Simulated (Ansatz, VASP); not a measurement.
Bi2Se3: VASP beside Ansatz

Contents of INCAR:

```
  ALGO = Normal
  EDIFF = 1E-6
  ENCUT = 520
  GGA = PE
  ISIF = 2
  ISMEAR = -1
  LASPH = True
  LCHARG = False
  LREAL = False
  LWAVE = False
  NBANDS = 32
  NELM = 100
  PREC = Accurate
  SIGMA = 0.05
```

Contents of KPOINTS:

```
k-points
0
Gamma
  8 8 8
```

Contents of POSCAR:

```
Bi2Se3
1.0
    2.0715000000      1.1959810826      9.5453333333
   -2.0715000000      1.1959810826      9.5453333333
    0.0000000000     -2.3919621653      9.5453333333
Bi Se
2 3
Direct
    0.5992000000      0.5992000000      0.5992000000
    0.4008000000      0.4008000000      0.4008000000
    0.7883000000      0.7883000000      0.7883000000
    0.2117000000      0.2117000000      0.2117000000
    0.0000000000      0.0000000000      0.0000000000
```

The input input.yaml:

```yaml
crystal:
  lattice:
    - [2.0715, 1.1959810826, 9.5453333333]
    - [-2.0715, 1.1959810826, 9.5453333333]
    - [0.0, -2.3919621653, 9.5453333333]
  atoms:
    - { symbol: Bi, position: [0.5992, 0.5992, 0.5992] }
    - { symbol: Bi, position: [0.4008, 0.4008, 0.4008] }
    - { symbol: Se, position: [0.7883, 0.7883, 0.7883] }
    - { symbol: Se, position: [0.2117, 0.2117, 0.2117] }
    - { symbol: Se, position: [0.0, 0.0, 0.0] }
kpoints:
  mp_grid: { grid: [8, 8, 8] }
scf:
  occupations: { method: fermi_dirac, width: 0.05 }
hamiltonian:
  xc: pbe
  pseudopotentials: { kind: all_electron, lapw: { basis_error: 0.002 } }
output:
  forces: true
  stress: true
  eigenvalues: true
```

Alike in both runs: task single point; functional PBE; k mesh 8 × 8 × 8; occupations fermi-dirac, width 0.05 eV; no spin polarisation.

```csv
,VASP,Ansatz
version,VASP 6.6.1,Ansatz 0.2.0
potentials or method,"VASP PAW PBE potentials, release 64 (Bi_d, Se), cutoff 520 eV","all-electron LAPW, scalar-relativistic"
```

```tsv
	VASP	Ansatz	Ansatz less VASP
gap on the k mesh at the Fermi level (eV)	0.21	0.22	+0.003
least direct gap on the mesh (eV)	0.21	0.22	+0.003
pressure (GPa)	2.6	2.6	-0.01
rms of the force components (eV/Å)	0.088	0.082	-0.0055
```

Atom by atom the forces differ by 0.006 eV/Å (rms over components). Ansatz ran all-electron here, and VASP with PAW potentials.

Neither program's run includes spin-orbit coupling.
